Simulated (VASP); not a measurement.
# W (Im-3m) in VASP: a series of runs

The runs below take W through single point, with PBEsol.

Everything below comes from runs of VASP 6.6.1. Logs are shortened: lines on timing, memory, paths and dates and some standing lists are left out, and cuts for length are marked.

## Step 1: The cell of the first run

The structure is cubic, space group Im-3m (No. 229). The conventional cell has a = 3.070 Å, b = 3.070 Å, c = 3.070 Å, α = 90.00°, β = 90.00°, γ = 90.00°. W (site symmetry m-3m) has 14 W at 2.66 to 3.07 Å within 3.5 Å.

## Step 2: Single point, PBEsol

Input file INCAR:

```
PREC = Accurate
ENCUT = 520
EDIFF = 1E-7
ISMEAR = -1
SIGMA = 0.05
LREAL = F
LASPH = T
NELM = 80
ALGO = Normal
ISIF = 2
LWAVE = F
LCHARG = F
GGA = PS
NBANDS = 13
```

Input file KPOINTS:

```
Automatic mesh
0
Gamma
  12 12 12
```

Input file POSCAR:

```
W
1.0
   -1.5351076451      1.5351076451      1.5351076451
    1.5351076451     -1.5351076451      1.5351076451
    1.5351076451      1.5351076451     -1.5351076451
W
1
Direct
    0.0000000000      0.0000000000      0.0000000000
```

Potentials or basis: VASP PAW PBE potentials, release 64 (W_sv).

Run with:

```bash
cat potpaw_PBE.64/W_sv/POTCAR > POTCAR
mpirun -np 1 vasp_std > vasp.out
```

OUTCAR:

```text
PREC = Accurate
   ENCUT = 520
   EDIFF = 1E-7
   ISMEAR = -1
   LREAL = F
   LASPH = T
   NELM = 80
   ISIF = 2
   GGA = PS

 ion  position               nearest neighbor table
   1  0.000  0.000  0.000-

  LATTYP: Found a body centered cubic cell.
 ALAT       =     3.0702152902

  Lattice vectors:

 A1 = (  -1.5351076451,   1.5351076451,   1.5351076451)
 A2 = (   1.5351076451,  -1.5351076451,   1.5351076451)
 A3 = (   1.5351076451,   1.5351076451,  -1.5351076451)

Analysis of symmetry for initial positions (statically):
=====================================================================
 Subroutine PRICEL returns:
 Original cell was already a primitive cell.

 Routine SETGRP: Setting up the symmetry group for a
 body centered cubic supercell.

 Subroutine GETGRP returns: Found 48 space group operations
 (whereof 48 operations were pure point group operations)
 out of a pool of 48 trial point group operations.

The static configuration has the point symmetry O_h .

Analysis of symmetry for dynamics (positions and initial velocities):
=====================================================================
 Subroutine PRICEL returns:
 Original cell was already a primitive cell.

 Routine SETGRP: Setting up the symmetry group for a
 body centered cubic supercell.

 Subroutine GETGRP returns: Found 48 space group operations
 (whereof 48 operations were pure point group operations)
 out of a pool of 48 trial point group operations.

The dynamic configuration has the point symmetry O_h .

 Subroutine INISYM returns: Found 48 space group operations
 (whereof 48 operations are pure point group operations),
 and found     1 'primitive' translations

----------------------------------------------------------------------------------------

                                     Primitive cell

  volume of cell :      14.4703

  direct lattice vectors                    reciprocal lattice vectors
    -1.535107645  1.535107645  1.535107645     0.000000000  0.325710058  0.325710058
     1.535107645 -1.535107645  1.535107645     0.325710058  0.000000000  0.325710058
     1.535107645  1.535107645 -1.535107645     0.325710058  0.325710058  0.000000000

  length of vectors
     2.658884436  2.658884436  2.658884436     0.460623581  0.460623581  0.460623581

  position of ions in fractional coordinates (direct lattice)
     0.000000000  0.000000000  0.000000000

  ion indices of the primitive-cell ions
   primitive index   ion index
                 1           1

----------------------------------------------------------------------------------------

 KPOINTS: Automatic mesh

Automatic generation of k-mesh.
 Grid dimensions read from file:
 generate k-points for:   12   12   12

 Generating k-lattice:

  Cartesian coordinates                     Fractional coordinates (reciprocal lattice)
     0.000000000  0.027142505  0.027142505     0.083333333  0.000000000  0.000000000
     0.027142505  0.000000000  0.027142505     0.000000000  0.083333333  0.000000000
     0.027142505  0.027142505  0.000000000     0.000000000  0.000000000  0.083333333

  Length of vectors
     0.038385298  0.038385298  0.038385298

  Shift w.r.t. Gamma in fractional coordinates (k-lattice)
     0.000000000  0.000000000  0.000000000

 Subroutine IBZKPT returns following result:
 ===========================================

 Found     72 irreducible k-points:

 Following reciprocal coordinates:
            Coordinates               Weight
  0.000000  0.000000  0.000000      1.000000
  0.083333  0.000000  0.000000     12.000000
  0.166667  0.000000  0.000000     12.000000
  0.250000  0.000000  0.000000     12.000000
  0.333333  0.000000  0.000000     12.000000
  0.416667  0.000000  0.000000     12.000000
[... 16 lines left out ...]
  0.333333  0.083333  0.083333     24.000000
  0.416667  0.083333  0.083333     12.000000
 [... further k-points ...]
   k-points           NKPTS =     72   k-points in BZ     NKDIM =     72   number of bands    NBANDS=     13
   number of dos      NEDOS =    301   number of ions     NIONS =      1
   total plane-waves  NPLWV =   8000
   dimension x,y,z NGX =    20 NGY =   20 NGZ =   20
   dimension x,y,z NGXF=    40 NGYF=   40 NGZF=   40
   ions per type =               1
   NGX,Y,Z   is equivalent  to a cutoff of  12.50, 12.50, 12.50 a.u.
   NGXF,Y,Z  is equivalent  to a cutoff of  25.01, 25.01, 25.01 a.u.
 SYSTEM =  unknown system
   PREC   = accura    normal or accurate (medium, high low for compatibility)
   ISTART =      0    job   : 0-new  1-cont  2-samecut
   ICHARG =      2    charge: 1-file 2-atom 10-const
   ISPIN  =      1    spin polarized calculation?
   LNONCOLLINEAR =      F non collinear calculations
   LSORBIT =      F    spin-orbit coupling
   LASPH  =      T    aspherical Exc in radial PAW
   ENCUT  =  520.0 eV  38.22 Ry    6.18 a.u.   4.94  4.94  4.94*2*pi/ulx,y,z
   NELM   =     80;   NELMIN=  2; NELMDL= -5     # of ELM steps
   EDIFF  = 0.1E-06   stopping-criterion for ELM
   LREAL  =      F    real-space projection
   EDIFFG = 0.1E-05   stopping-criterion for IOM
   NSW    =      0    number of steps for IOM
   IBRION =     -1    ionic relax: 0-MD 1-quasi-New 2-CG
   NFREE  =      0    steps in history (QN), initial steepest desc. (CG)
   ISIF   =      2    stress and relaxation
   ISYM   =      2    0-nonsym 1-usesym 2-fastsym
   POTIM  = 0.5000    time-step for ionic-motion
   TEBEG  =    0.0;   TEEND  =   0.0 temperature during run
   PSTRESS=    0.0 pullay stress
   NELECT =      14.0000    total number of electrons
   NUPDOWN=      -1.0000    fix difference up-down
   EMIN   =  10.00;   EMAX   =-10.00  energy-range for DOS
   EFERMI =   0.00;   METHOD = LEGACY
   ISMEAR =    -1;   SIGMA  =   0.05  broadening in eV -4-tet -1-fermi 0-gaus
   EFERMI_NEDOS =   21; number of points for ismear=-14 and -15
   IALGO  =     38    algorithm
   IMIX   =      4    mixing-type and parameters
     AMIX     =   0.40;   BMIX     =  1.00
     AMIX_MAG =   1.60;   BMIX_MAG =  1.00
  volume/ion in A,a.u.               =      14.47        97.65
  Fermi-wavevector in a.u.,A,eV,Ry     =   1.619168  3.059785 35.670478  2.621706
  Thomas-Fermi vector in A             =   2.713313
   LORBIT       =      0    0 simple, 1 ext, 2 COOP (PROOUT), +10 PAW based schemes
   GGA     = PS    functional components
   LHFCALC =     F    Hartree Fock is set to
   AEXX    =    0.0000 exact exchange contribution
   IVDW    =     0    specifies the selected vdW correction
   LEPSILON=     F    determine dielectric tensor
   LRPA    =     F    only Hartree local field effects (RPA)
 non-spin polarized calculation
  energy-cutoff  :      520.00
  volume of cell :       14.47
 maximum number of plane-waves:       402
   NGX =  9   NGY =  9   NGZ =  9

 number of electron      13.9999995 magnetization

 Free energy of the ion-electron system (eV)
  ---------------------------------------------------
  ext. energy  EPLUGINS =         0.00000000
  ---------------------------------------------------
  free energy    TOTEN  =       -13.69108842 eV

  energy without entropy =      -13.68622593  energy(sigma->0) =      -13.68865717

 E-fermi :  12.6569     XC(G=0): -14.2819

 val. band max:       12.6244729529   @ k =   0.4167   0.0833   0.0833
 cond. band min:      12.6806915725   @ k =  -0.1667   0.2500   0.0833
 fundamental gap:      0.0562186196
 Fermi energy:        12.6568720197

 k-point     1 :       0.0000    0.0000    0.0000
  band No.  band energies     occupation
      1     -61.3809      2.00000
      2     -24.7792      2.00000
      3     -24.7792      2.00000
      4     -24.7792      2.00000
      5       2.4897      2.00000
      6      11.2473      2.00000
      7      11.2473      2.00000
      8      11.2473      2.00000
      9      15.0988      0.00000
     10      15.0988      0.00000
     11      27.3735      0.00000
     12      27.3735      0.00000
     13      27.3735      0.00000

 k-point     2 :       0.0833    0.0000    0.0000
  band No.  band energies     occupation
      1     -61.3675      2.00000
      2     -24.9076      2.00000
      3     -24.8182      2.00000
      4     -24.7801      2.00000
      5       2.8645      2.00000
      6      11.0154      2.00000
      7      11.1861      2.00000
      8      11.6143      2.00000
      9      14.7397      0.00000
     10      15.0993      0.00000
     11      27.6997      0.00000
     12      28.0043      0.00000
     13      28.3325      0.00000

 k-point     3 :       0.1667    0.0000    0.0000
  band No.  band energies     occupation
      1     -61.3310      2.00000
      2     -25.2485      2.00000
      3     -24.9234      2.00000
      4     -24.7828      2.00000
      5       3.8710      2.00000
      6      10.4372      2.00000
      7      10.8951      2.00000
      8      12.6872      0.70536
      9      14.2961      0.00000
     10      15.1434      0.00000
     11      28.3097      0.00000
     12      29.7715      0.00000
     13      30.2983      0.00000
[... 305 lines left out ...]
 k-point    23 :       0.3333    0.0833    0.0833
  band No.  band energies     occupation
      1     -61.1878      2.00000
      2     -26.3337      2.00000
      3     -25.3663      2.00000
      4     -24.9092      2.00000
      5       6.5634      2.00000
      6       8.6917      2.00000
      7      11.7046      2.00000
      8      15.3124      0.00000
      9      16.0675      0.00000
     10      20.1379      0.00000
     11      25.0854      0.00000
     12      25.7710      0.00000
     13      30.6702      0.00000

 k-point    24 :       0.4167    0.0833    0.0833
  band No.  band energies     occupation
      1     -61.1757      2.00000
      2     -26.4074      2.00000
      3     -25.4213      2.00000
      4     -24.9130      2.00000
      5       6.4857      2.00000
      6       8.5842      2.00000
      7      12.6245      1.31311
      8      15.3435      0.00000
      9      16.2113      0.00000
     10      21.0565      0.00000
     11      23.8911      0.00000
     12      25.2379      0.00000
     13      30.1968      0.00000

 [... further k-points ...]
[... 5 lines left out ...]
  --------------------------------------------------------------------------------------
  -------------------------------------------------------------------------------------
  Total        2.8270127      2.8270127      2.8270127     -0.0000000     -0.0000000      0.0000000
  in kB      313.0126200    313.0126200    313.0126200     -0.0000000     -0.0000000      0.0000000
  external PRESSURE =     313.0126200 kB  Pullay stress =       0.0000000 kB

 VOLUME and BASIS-vectors are now :
 -----------------------------------------------------------------------------
  energy-cutoff  :      520.00
  volume of cell :       14.47
      direct lattice vectors                 reciprocal lattice vectors
    -1.535107645  1.535107645  1.535107645     0.000000000  0.325710058  0.325710058
     1.535107645 -1.535107645  1.535107645     0.325710058  0.000000000  0.325710058
     1.535107645  1.535107645 -1.535107645     0.325710058  0.325710058  0.000000000

 POSITION                                       TOTAL-FORCE (eV/Angst)
 -----------------------------------------------------------------------------------
      0.00000      0.00000      0.00000         0.000000     -0.000000      0.000000
 -----------------------------------------------------------------------------------
    total drift:                                0.000000     -0.000000      0.000000

  FREE ENERGIE OF THE ION-ELECTRON SYSTEM (eV)
  ---------------------------------------------------
  free  energy   TOTEN  =       -13.6910884235 eV

  energy  without entropy=      -13.6862259257  energy(sigma->0) =      -13.68865717
```

Run time: 4.6 s. Hardware: 1 thread of Intel Xeon 6975P-C (Granite Rapids), shared host; peak memory 0.13 GiB.

Results:

```yaml
Free_energy: -13.6911 eV
Pressure: 31.3 GPa
Band_gap_on_the_k_mesh: zero (band 7 reaches 18.53 eV, above the bottom of band 8 at 11.25 eV)
```

Caveat: the PAW data sets were made with another functional, which shifts forces and pressure a little; spin-orbit coupling is left out, which moves the levels of the heavy elements.

(Continued in part 2 of 2.)
